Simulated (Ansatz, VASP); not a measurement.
## Two plane-wave programs on W2C

```xyz
3
Lattice="3.0700 0.0000 0.0000 -1.5350 2.6587 0.0000 0.0000 0.0000 4.6784" Properties=species:S:1:pos:R:3 pbc="T T T"
W     0.0000    1.7725    3.4917
W     1.5350    0.8862    1.1868
C     0.0000    0.0000    0.0000
```

Alike in both runs: task single point; functional PBE; k mesh 6 × 6 × 4; no spin polarisation.

```csv
,VASP,Ansatz
version,VASP 6.6.1,Ansatz 0.2.0
potentials or method,"VASP PAW PBE potentials, release 64 (W_sv, C), cutoff 600 eV","scalar-relativistic, plane waves, PAW"
occupations,"fermi-dirac, width 0.0680285 eV",fermi-dirac
valence electrons in the cell,32,32
```

Ansatz gave:

```
gap on the k mesh at the Fermi level (eV)                     : none
pressure (GPa)                                                : -1.9
traceless stress, the component that is largest in VASP (GPa) : -0.91
rms of the force components (eV/Å)                            : 0.071
```

Question: Which values does VASP return?

Answer: gap on the k mesh at the Fermi level (eV): none; pressure (GPa): -1.1; traceless stress, the component that is largest in VASP (GPa): -0.95; rms of the force components (eV/Å): 0.046.

Atom by atom the forces differ by 0.025 eV/Å (rms over components). A gap of «none» marks a metal or a gap that the smearing closes.

The k mesh is coarse, so the values compare programs but aren't converged. Neither program's run includes spin-orbit coupling.
